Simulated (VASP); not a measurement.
Here is a VASP 6.6.1 calculation.

File INCAR:

```
  ALGO = Normal
  DIPOL = 0.5 0.5 0.500
  EDIFF = 1E-6
  ENCUT = 520
  GGA = PE
  IDIPOL = 3
  ISIF = 2
  ISMEAR = 0
  IVDW = 12
  LASPH = True
  LCHARG = True
  LDIPOL = True
  LELF = True
  LREAL = False
  LVACPOTAV = True
  LVHAR = True
  LWAVE = False
  NBANDS = 11
  NELM = 60
  PREC = Accurate
  SIGMA = 0.05
```

The input KPOINTS:

```
k-points
0
Gamma
  15 15 1
```

Contents of POSCAR:

```
C
1.0
    2.4657351761      0.0000000000      0.0000000000
   -1.2328675880      2.1353893015      0.0000000000
    0.0000000000      0.0000000000     20.0178333307
C
2
Direct
    0.0000000000      0.0000000000      0.4999997727
    0.6666666667      0.3333333333      0.5000002273
```

Potentials or basis: VASP PAW PBE potentials, release 64 (C).

The run is started by

```sh
$ cat potpaw_PBE.64/C/POTCAR > POTCAR
$ mpirun -np 1 vasp_std > vasp.out
```

Q: Estimate the dispersion energy per atom.

A: -0.089 eV.

Q: Predict the band gap on the k mesh.

A: Zero (filled and empty bands touch).
